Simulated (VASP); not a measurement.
Crystal: Sc5Al.

```
Sc Al
1.0
     5.14325    0.00000    0.00000
    -2.57163    4.45419    0.00000
     0.00000    0.00000    4.70948
Sc Al
5 1
Direct
  0.00000 0.66667 0.00000
  0.66667 0.00000 0.00000
  0.33333 0.33333 0.00000
  0.33333 0.66667 0.50000
  0.66667 0.33333 0.50000
  0.00000 0.00000 0.50000
```

- Program: VASP 6.6.1
- Task: relaxation of cell and atoms
- Functional: PBE
- Potentials or basis: VASP PAW PBE potentials, release 64 (Sc_sv, Al)
- Cutoff: 600 eV
- k mesh: 6 × 6 × 4
- Occupations: gaussian, width 0.1 eV
- Spin: no spin polarisation

At the start: pressure 21.5 GPa; volume 17.98 Å³/atom.

**Question.** How do energy, volume and symmetry change on relaxing?

**Answer.** Over 8 steps the energy falls by 297.3 meV/atom and the volume is 22.83 Å³/atom (+27.0 %); space group P-62m (No. 189, to 0.1 Å) before and after.

The path:
```tsv
step	energy change (eV)	largest force (eV/Å)	pressure (GPa)	volume (Å³)
1	0.0000	1.0333	21.51	107.89
2	-1.5607	0.2508	-4.58	150.15
3	-1.7448	0.3970	-0.11	137.55
4	-1.7446	0.3862	-0.41	138.19
5	-1.7640	0.2782	-0.30	137.88
6	-1.7828	0.0145	-0.06	137.23
7	-1.7830	0.0117	-0.04	137.17
8	-1.7839	0.0020	0.05	137.00
```

Final structure:
```
Sc Al
1.0
     5.57715    0.00000    0.00000
    -2.78857    4.82995    0.00000
     0.00000    0.00000    5.08583
Sc Al
5 1
Direct
  0.00000 0.68494 0.00000
  0.68494 0.00000 0.00000
  0.31506 0.31506 0.00000
  0.33333 0.66667 0.50000
  0.66667 0.33333 0.50000
  0.00000 0.00000 0.50000
```

Caveat: the volume moved by over 15 % at a fixed basis, so the end points are rough.
